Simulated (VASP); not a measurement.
# ZrS (Fm-3m) in VASP: further runs

ZrS is run at these levels: PBEsol; tasks: single point.

Everything below comes from runs of VASP 6.6.1. Logs are shortened: lines on timing, memory, paths and dates and some standing lists are left out, and cuts for length are marked.

### Step 1. The cell of the first run

The structure is cubic, space group Fm-3m (No. 225). The conventional cell has a = 5.285 Å, b = 5.285 Å, c = 5.285 Å, α = 90.00°, β = 90.00°, γ = 90.00°. Zr (site symmetry m-3m) has 6 S at 2.64 Å within 3.5 Å. Within 3.5 Å of S (site symmetry m-3m) lie 6 Zr at 2.64 Å.

### Step 2. Single point, PBEsol

File INCAR:

```
  PREC = Accurate
  ENCUT = 520
  EDIFF = 1E-6
  ISMEAR = -1
  SIGMA = 0.05
  LREAL = False
  LASPH = True
  NELM = 100
  ALGO = Normal
  ISIF = 2
  LWAVE = False
  LCHARG = True
  GGA = PS
  LELF = True
  LVHAR = True
  NBANDS = 16
```

File KPOINTS:

```
Automatic mesh
0
Gamma
  8 8 8
```

File POSCAR:

```
ZrS
1.0
    0.0000000000      2.6423846126      2.6423846126
    2.6423846126      0.0000000000      2.6423846126
    2.6423846126      2.6423846126      0.0000000000
Zr S
1 1
Direct
    0.0000000000      0.0000000000      0.0000000000
    0.5000000000      0.5000000000      0.5000000000
```

Potentials or basis: VASP PAW PBE potentials, release 64 (Zr_sv, S).

Started as:

```
> cat potpaw_PBE.64/Zr_sv/POTCAR potpaw_PBE.64/S/POTCAR > POTCAR
> mpirun -np 1 vasp_std > vasp.out
```

OUTCAR:

```text
PREC = Accurate
   ENCUT = 520
   EDIFF = 1E-6
   ISMEAR = -1
   LREAL = False
   LASPH = True
   NELM = 100
   ISIF = 2
   GGA = PS

 ion  position               nearest neighbor table
   1  0.000  0.000  0.000-   2 2.64   2 2.64   2 2.64   2 2.64   2 2.64   2 2.64
   2  0.500  0.500  0.500-   1 2.64   1 2.64   1 2.64   1 2.64   1 2.64   1 2.64

  LATTYP: Found a face centered cubic cell.
 ALAT       =     5.2847692252

  Lattice vectors:

 A1 = (   0.0000000000,   2.6423846126,   2.6423846126)
 A2 = (   2.6423846126,   0.0000000000,   2.6423846126)
 A3 = (   2.6423846126,   2.6423846126,   0.0000000000)

Analysis of symmetry for initial positions (statically):
=====================================================================
 Subroutine PRICEL returns:
 Original cell was already a primitive cell.

 Routine SETGRP: Setting up the symmetry group for a
 face centered cubic supercell.

 Subroutine GETGRP returns: Found 48 space group operations
 (whereof 48 operations were pure point group operations)
 out of a pool of 48 trial point group operations.

The static configuration has the point symmetry O_h .

Analysis of symmetry for dynamics (positions and initial velocities):
=====================================================================
 Subroutine PRICEL returns:
 Original cell was already a primitive cell.

 Routine SETGRP: Setting up the symmetry group for a
 face centered cubic supercell.

 Subroutine GETGRP returns: Found 48 space group operations
 (whereof 48 operations were pure point group operations)
 out of a pool of 48 trial point group operations.

The dynamic configuration has the point symmetry O_h .

 Subroutine INISYM returns: Found 48 space group operations
 (whereof 48 operations are pure point group operations),
 and found     1 'primitive' translations

----------------------------------------------------------------------------------------

                                     Primitive cell

  volume of cell :      36.8993

  direct lattice vectors                    reciprocal lattice vectors
     0.000000000  2.642384613  2.642384613    -0.189223021  0.189223021  0.189223021
     2.642384613  0.000000000  2.642384613     0.189223021 -0.189223021  0.189223021
     2.642384613  2.642384613  0.000000000     0.189223021  0.189223021 -0.189223021

  length of vectors
     3.736896156  3.736896156  3.736896156     0.327743887  0.327743887  0.327743887

  position of ions in fractional coordinates (direct lattice)
     0.000000000  0.000000000  0.000000000
     0.500000000  0.500000000  0.500000000

  ion indices of the primitive-cell ions
   primitive index   ion index
                 1           1
                 2           2

----------------------------------------------------------------------------------------

 KPOINTS: Automatic mesh

Automatic generation of k-mesh.
 Grid dimensions read from file:
 generate k-points for:    8    8    8

 Generating k-lattice:

  Cartesian coordinates                     Fractional coordinates (reciprocal lattice)
    -0.023652878  0.023652878  0.023652878     0.125000000  0.000000000  0.000000000
     0.023652878 -0.023652878  0.023652878     0.000000000  0.125000000  0.000000000
     0.023652878  0.023652878 -0.023652878     0.000000000  0.000000000  0.125000000

  Length of vectors
     0.040967986  0.040967986  0.040967986

  Shift w.r.t. Gamma in fractional coordinates (k-lattice)
     0.000000000  0.000000000  0.000000000

 Subroutine IBZKPT returns following result:
 ===========================================

 Found     29 irreducible k-points:

 Following reciprocal coordinates:
            Coordinates               Weight
  0.000000  0.000000  0.000000      1.000000
  0.125000  0.000000  0.000000      8.000000
  0.250000  0.000000  0.000000      8.000000
  0.375000  0.000000  0.000000      8.000000
  0.500000  0.000000  0.000000      4.000000
  0.125000  0.125000  0.000000      6.000000
[... 16 lines left out ...]
  0.500000  0.250000  0.125000     48.000000
 -0.375000  0.250000  0.125000     24.000000
 [... further k-points ...]
   k-points           NKPTS =     29   k-points in BZ     NKDIM =     29   number of bands    NBANDS=     16
   number of dos      NEDOS =    301   number of ions     NIONS =      2
   total plane-waves  NPLWV =  21952
   dimension x,y,z NGX =    28 NGY =   28 NGZ =   28
   dimension x,y,z NGXF=    56 NGYF=   56 NGZF=   56
   ions per type =               1   1
   NGX,Y,Z   is equivalent  to a cutoff of  12.46, 12.46, 12.46 a.u.
   NGXF,Y,Z  is equivalent  to a cutoff of  24.91, 24.91, 24.91 a.u.
 SYSTEM =  unknown system
   PREC   = accura    normal or accurate (medium, high low for compatibility)
   ISTART =      0    job   : 0-new  1-cont  2-samecut
   ICHARG =      2    charge: 1-file 2-atom 10-const
   ISPIN  =      1    spin polarized calculation?
   LNONCOLLINEAR =      F non collinear calculations
   LSORBIT =      F    spin-orbit coupling
   LASPH  =      T    aspherical Exc in radial PAW
   ENCUT  =  520.0 eV  38.22 Ry    6.18 a.u.   6.95  6.95  6.95*2*pi/ulx,y,z
   NELM   =    100;   NELMIN=  2; NELMDL= -5     # of ELM steps
   EDIFF  = 0.1E-05   stopping-criterion for ELM
   LREAL  =      F    real-space projection
   EDIFFG = 0.1E-04   stopping-criterion for IOM
   NSW    =      0    number of steps for IOM
   IBRION =     -1    ionic relax: 0-MD 1-quasi-New 2-CG
   NFREE  =      0    steps in history (QN), initial steepest desc. (CG)
   ISIF   =      2    stress and relaxation
   ISYM   =      2    0-nonsym 1-usesym 2-fastsym
   POTIM  = 0.5000    time-step for ionic-motion
   TEBEG  =    0.0;   TEEND  =   0.0 temperature during run
   PSTRESS=    0.0 pullay stress
   NELECT =      18.0000    total number of electrons
   NUPDOWN=      -1.0000    fix difference up-down
   EMIN   =  10.00;   EMAX   =-10.00  energy-range for DOS
   EFERMI =   0.00;   METHOD = LEGACY
   ISMEAR =    -1;   SIGMA  =   0.05  broadening in eV -4-tet -1-fermi 0-gaus
   EFERMI_NEDOS =   21; number of points for ismear=-14 and -15
   IALGO  =     38    algorithm
   IMIX   =      4    mixing-type and parameters
     AMIX     =   0.40;   BMIX     =  1.00
     AMIX_MAG =   1.60;   BMIX_MAG =  1.00
  volume/ion in A,a.u.               =      18.45       124.50
  Fermi-wavevector in a.u.,A,eV,Ry     =   1.288723  2.435334 22.596657  1.660807
  Thomas-Fermi vector in A             =   2.420660
   LORBIT       =      0    0 simple, 1 ext, 2 COOP (PROOUT), +10 PAW based schemes
   GGA     = PS    functional components
   LHFCALC =     F    Hartree Fock is set to
   AEXX    =    0.0000 exact exchange contribution
   IVDW    =     0    specifies the selected vdW correction
   LEPSILON=     F    determine dielectric tensor
   LRPA    =     F    only Hartree local field effects (RPA)
 non-spin polarized calculation
  energy-cutoff  :      520.00
  volume of cell :       36.90
 maximum number of plane-waves:      1003
   NGX = 13   NGY = 13   NGZ = 13

 number of electron      18.0000001 magnetization

 Free energy of the ion-electron system (eV)
  ---------------------------------------------------
  ext. energy  EPLUGINS =         0.00000000
  ---------------------------------------------------
  free energy    TOTEN  =       -16.44578847 eV

  energy without entropy =      -16.43442245  energy(sigma->0) =      -16.44010546

 E-fermi :  10.4193     XC(G=0): -11.3633

 val. band max:       10.3920165498   @ k =  -0.2500   0.5000   0.2500
 cond. band min:      10.4351178722   @ k =  -0.3750   0.2500   0.0000
 fundamental gap:      0.0431013224
 Fermi energy:        10.4193011932

 k-point     1 :       0.0000    0.0000    0.0000
  band No.  band energies     occupation
      1     -39.5394      2.00000
      2     -17.5357      2.00000
      3     -17.5357      2.00000
      4     -17.5357      2.00000
      5      -5.3704      2.00000
      6       6.8489      2.00000
[... 8 lines left out ...]
     15      17.4771      0.00000
     16      22.5436      0.00000

 k-point     2 :       0.1250    0.0000    0.0000
  band No.  band energies     occupation
      1     -39.5359      2.00000
      2     -17.5847      2.00000
      3     -17.5399      2.00000
      4     -17.5399      2.00000
      5      -5.1838      2.00000
      6       5.8392      2.00000
[... 8 lines left out ...]
     15      18.0565      0.00000
     16      21.4037      0.00000

 k-point     3 :       0.2500    0.0000    0.0000
  band No.  band energies     occupation
      1     -39.5276      2.00000
      2     -17.7001      2.00000
      3     -17.5502      2.00000
      4     -17.5502      2.00000
      5      -4.6998      2.00000
      6       4.2216      2.00000
[... 8 lines left out ...]
     15      18.2538      0.00000
     16      19.7228      0.00000

 k-point     4 :       0.3750    0.0000    0.0000
  band No.  band energies     occupation
      1     -39.5192      2.00000
      2     -17.8119      2.00000
      3     -17.5604      2.00000
      4     -17.5604      2.00000
      5      -4.1458      2.00000
      6       2.9388      2.00000
[... 8 lines left out ...]
     15      17.5483      0.00000
     16      17.5483      0.00000

 k-point     5 :       0.5000    0.0000    0.0000
  band No.  band energies     occupation
      1     -39.5157      2.00000
      2     -17.8572      2.00000
      3     -17.5646      2.00000
      4     -17.5646      2.00000
      5      -3.8843      2.00000
      6       2.4349      2.00000
[... 8 lines left out ...]
     15      16.1326      0.00000
     16      16.1326      0.00000

 k-point     6 :       0.1250    0.1250    0.0000
  band No.  band energies     occupation
      1     -39.5348      2.00000
      2     -17.5816      2.00000
      3     -17.5505      2.00000
      4     -17.5505      2.00000
      5      -5.1374      2.00000
      6       5.2627      2.00000
[... 8 lines left out ...]
     15      18.2930      0.00000
     16      21.0630      0.00000

 k-point     7 :       0.2500    0.1250    0.0000
  band No.  band energies     occupation
      1     -39.5281      2.00000
      2     -17.6653      2.00000
      3     -17.5652      2.00000
      4     -17.5590      2.00000
      5      -4.7969      2.00000
      6       4.2624      2.00000
[... 8 lines left out ...]
     15      18.6202      0.00000
     16      19.6922      0.00000

 k-point     8 :       0.3750    0.1250    0.0000
  band No.  band energies     occupation
      1     -39.5197      2.00000
      2     -17.7710      2.00000
      3     -17.5754      2.00000
      4     -17.5737      2.00000
      5      -4.3224      2.00000
      6       3.3334      2.00000
[... 8 lines left out ...]
     15      17.6432      0.00000
     16      18.1306      0.00000

 k-point     9 :       0.5000    0.1250    0.0000
  band No.  band energies     occupation
      1     -39.5146      2.00000
      2     -17.8333      2.00000
      3     -17.5901      2.00000
      4     -17.5753      2.00000
      5      -3.9873      2.00000
      6       2.7377      2.00000
[... 8 lines left out ...]
     15      16.6248      0.00000
     16      17.3414      0.00000
[... 172 lines left out ...]
 k-point    19 :       0.5000    0.3750    0.0000
  band No.  band energies     occupation
      1     -39.5094      2.00000
      2     -17.7737      2.00000
      3     -17.6516      2.00000
      4     -17.6260      2.00000
      5      -4.4465      2.00000
      6       4.0243      2.00000
[... 8 lines left out ...]
     15      18.0261      0.00000
     16      20.2697      0.00000

 k-point    20 :      -0.3750    0.3750    0.0000
  band No.  band energies     occupation
      1     -39.5088      2.00000
      2     -17.7452      2.00000
      3     -17.7100      2.00000
      4     -17.6112      2.00000
      5      -4.2741      2.00000
      6       4.1140      2.00000
[... 8 lines left out ...]
     15      17.5725      0.00000
     16      18.7762      0.00000

 k-point    21 :       0.5000    0.5000    0.0000
  band No.  band energies     occupation
      1     -39.5083      2.00000
      2     -17.7882      2.00000
      3     -17.6364      2.00000
      4     -17.6364      2.00000
      5      -4.5356      2.00000
      6       4.1400      2.00000
[... 8 lines left out ...]
     15      18.5727      0.00000
     16      21.3042      0.00000

 k-point    22 :       0.3750    0.2500    0.1250
  band No.  band energies     occupation
      1     -39.5214      2.00000
      2     -17.7201      2.00000
      3     -17.6048      2.00000
      4     -17.5662      2.00000
      5      -4.5063      2.00000
      6       3.6599      2.00000
[... 8 lines left out ...]
     15      17.7672      0.00000
     16      18.4814      0.00000

 k-point    23 :       0.5000    0.2500    0.1250
  band No.  band energies     occupation
      1     -39.5147      2.00000
      2     -17.7774      2.00000
      3     -17.6324      2.00000
      4     -17.5815      2.00000
      5      -4.2019      2.00000
      6       3.2703      2.00000
[... 8 lines left out ...]
     15      16.6714      0.00000
     16      17.9315      0.00000

 k-point    24 :      -0.3750    0.2500    0.1250
  band No.  band energies     occupation
      1     -39.5119      2.00000
      2     -17.8022      2.00000
      3     -17.6393      2.00000
      4     -17.5909      2.00000
      5      -4.0709      2.00000
      6       3.1279      2.00000
[... 8 lines left out ...]
     15      17.5501      0.00000
     16      18.1206      0.00000

 [... further k-points ...]
[... 5 lines left out ...]
  --------------------------------------------------------------------------------------
  -------------------------------------------------------------------------------------
  Total       -1.9790213     -1.9790213     -1.9790213      0.0000000      0.0000000      0.0000000
  in kB      -85.9296348    -85.9296348    -85.9296348      0.0000000      0.0000000      0.0000000
  external PRESSURE =     -85.9296348 kB  Pullay stress =       0.0000000 kB

 VOLUME and BASIS-vectors are now :
 -----------------------------------------------------------------------------
  energy-cutoff  :      520.00
  volume of cell :       36.90
      direct lattice vectors                 reciprocal lattice vectors
     0.000000000  2.642384613  2.642384613    -0.189223021  0.189223021  0.189223021
     2.642384613  0.000000000  2.642384613     0.189223021 -0.189223021  0.189223021
     2.642384613  2.642384613  0.000000000     0.189223021  0.189223021 -0.189223021

 POSITION                                       TOTAL-FORCE (eV/Angst)
 -----------------------------------------------------------------------------------
      0.00000      0.00000      0.00000         0.000000      0.000000      0.000000
      2.64238      2.64238      2.64238        -0.000000     -0.000000     -0.000000
 -----------------------------------------------------------------------------------
    total drift:                                0.000000      0.000000      0.000000

  FREE ENERGIE OF THE ION-ELECTRON SYSTEM (eV)
  ---------------------------------------------------
  free  energy   TOTEN  =       -16.4457884722 eV

  energy  without entropy=      -16.4344224504  energy(sigma->0) =      -16.44010546
```

It took 30 s on 1 thread of AMD EPYC 7R13, shared host; peak memory 0.13 GiB.

What came out:

```
Free energy            : -16.4458 eV
Pressure               : -8.6 GPa
Band gap on the k mesh : zero (band 9 reaches 11.79 eV, above the bottom of band 10 at 9.05 eV)
```

Levels at points of the mesh, in eV from the Fermi level:
| k point | band 5 | band 6 | band 7 | band 8 | band 9 | band 10 | band 11 | band 12 | band 13 | band 14 |
| --- | --- | --- | --- | --- | --- | --- | --- | --- | --- | --- |
| (0.00, 0.00, 0.00) | -15.79 | -3.57 | -3.57 | -3.57 | -1.37 | -1.37 | -1.37 | -0.71 | -0.71 | 1.58 |
| (0.50, 0.00, 0.00) | -14.30 | -7.98 | -5.94 | -5.94 | 1.37 | 1.37 | 1.66 | 1.80 | 5.39 | 5.39 |
| (0.50, 0.50, 0.00) | -14.95 | -6.28 | -4.51 | -4.51 | -3.42 | 0.45 | 2.25 | 2.25 | 2.65 | 3.05 |

Caveat: the PAW data sets were made with another functional, which shifts forces and pressure a little.

### Step 3. Single point, PBEsol

This run uses another cell than the first one, of 18.81 Å³/atom, 1.020 times its volume.

File INCAR:

```
SYSTEM = ZrS
  ALGO = Normal
  EDIFF = 1E-7
  ENCUT = 520
  GGA = PS
  ISIF = 2
  ISMEAR = -1
  LASPH = .True.
  LCHARG = .False.
  LREAL = .False.
  LWAVE = .False.
  NBANDS = 16
  NELM = 80
  PREC = Accurate
  SIGMA = 0.05
```

File KPOINTS:

```
k-points
0
Gamma
  8 8 8
  0 0 0
```

File POSCAR:

```
ZrS
1.0
    0.0000000000      2.6595434350      2.6595434350
    2.6595434350      0.0000000000      2.6595434350
    2.6595434350      2.6595434350      0.0000000000
Zr S
1 1
Direct
    0.0000000000      0.0000000000      0.0000000000
    0.5000000000      0.5000000000      0.5000000000
```

Potentials or basis: VASP PAW PBE potentials, release 64 (Zr_sv, S).

Started as:

```
> cat potpaw_PBE.64/Zr_sv/POTCAR potpaw_PBE.64/S/POTCAR > POTCAR
> mpirun -np 1 vasp_std > vasp.out
```

Wall time 30 s (1 thread of AMD EPYC 7R13, shared host); peak memory 0.13 GiB.

The run converged. Its results:

| Item | Value |
| --- | --- |
| Free energy | -16.4027 eV |
| Pressure | -10.6 GPa |
| Band gap on the k mesh | zero (band 9 reaches 11.51 eV, above the bottom of band 10 at 8.86 eV) |

Levels at points of the mesh, in eV from the Fermi level:
| k point | band 6 | band 7 | band 8 | band 9 | band 10 | band 11 | band 12 | band 13 |
| --- | --- | --- | --- | --- | --- | --- | --- | --- |
| (0.00, 0.00, 0.00) | -3.56 | -3.56 | -3.56 | -1.33 | -1.33 | -1.33 | -0.69 | -0.69 |
| (0.50, 0.00, 0.00) | -7.89 | -5.86 | -5.86 | 1.33 | 1.33 | 1.60 | 1.78 | 5.22 |
| (0.50, 0.50, 0.00) | -6.24 | -4.49 | -4.49 | -3.33 | 0.44 | 2.18 | 2.18 | 2.56 |

Caveat: the PAW data sets were made with another functional, which shifts forces and pressure a little.

(Continued in part 2 of 2.)
